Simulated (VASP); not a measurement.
## Tc: relaxation of cell and atoms with PBE

The system is Tc.

```
Tc
1.0
     2.73936    0.00000    0.00000
    -1.36968    2.37235    0.00000
     0.00000    0.00000    8.76968
Tc
4
Direct
  0.66667 0.33333 0.75000
  0.00000 0.00000 0.50000
  0.33333 0.66667 0.25000
  0.00000 0.00000 0.00000
```

```yaml
Program: VASP 6.6.1
Task: relaxation of cell and atoms
Functional: PBE
Potentials_or_basis: VASP PAW PBE potentials, release 64 (Tc_pv)
Cutoff: 600 eV
k_mesh: 11 × 11 × 3
Occupations: fermi-dirac, width 0.05 eV
Spin: no spin polarisation
Target_pressure: 30 GPa
Dipole_correction: no
Further_INCAR_settings: ALGO = Normal; EDIFF = 1e-06; IBRION = 2; EDIFFG = -0.01; NSW = 60; ISIF = 3
```

| Property | Result |
| --- | --- |
| Relaxed volume | 13.28 Å³/atom |
| Relaxed cell | a = 2.671 Å, b = 2.671 Å, c = 8.597 Å, α = 90.00°, β = 90.00°, γ = 120.00° |
| Space group after relaxing (to 0.1 Å) | P6_3/mmc (No. 194) |
| Energy change on relaxing (the run minimises the enthalpy) | +96.9 meV/atom |
| Ionic steps | 10 |
| Pressure after relaxing | 30.0 GPa |
| Band gap on the k mesh | zero (bands 26 and 27 overlap by 3.30 eV) |

The path:
```
step  energy change (eV)  largest force (eV/Å)  pressure (GPa)  volume (Å³)
   1              0.0000                0.0000            3.76        56.99
   2             10.0299                0.0000          249.06        39.83
   3              0.3020                0.0000           26.08        53.61
   4              0.3633                0.0000           28.92        53.25
   5              0.3884                0.0000           29.98        53.11
   6              0.4027                0.0000           30.61        53.04
   7              0.3422                0.0000           28.00        53.36
   8              0.3783                0.0000           29.60        53.16
   9              0.3985                0.0000           30.48        53.06
  10              0.3876                0.0000           30.02        53.11
```

Final structure:
```
CELL_PARAMETERS angstrom
2.67093 0.00000 0.00000
-1.33546 2.31309 0.00000
0.00000 0.00000 8.59700
ATOMIC_POSITIONS crystal
Tc 0.66667 0.33333 0.75000
Tc 0.00000 0.00000 0.50000
Tc 0.33333 0.66667 0.25000
Tc 0.00000 0.00000 0.00000
```

Levels at points of the mesh, in eV from the Fermi level:
```
           k point  band 22  band 23  band 24  band 25  band 26  band 27  band 28  band 29  band 30  band 31
(0.00, 0.00, 0.00)    -2.06    -1.76    -1.43    -1.43    -1.29    -1.29     0.31     0.31     1.10     1.10
```

It took 11 min on 1 thread of AMD EPYC 7R43 64-Core Processor (Zen 3), on a shared host, peak memory 0.19 GiB.

Caveat: the cell is relaxed towards a set pressure, so the run minimises the enthalpy, not the energy.
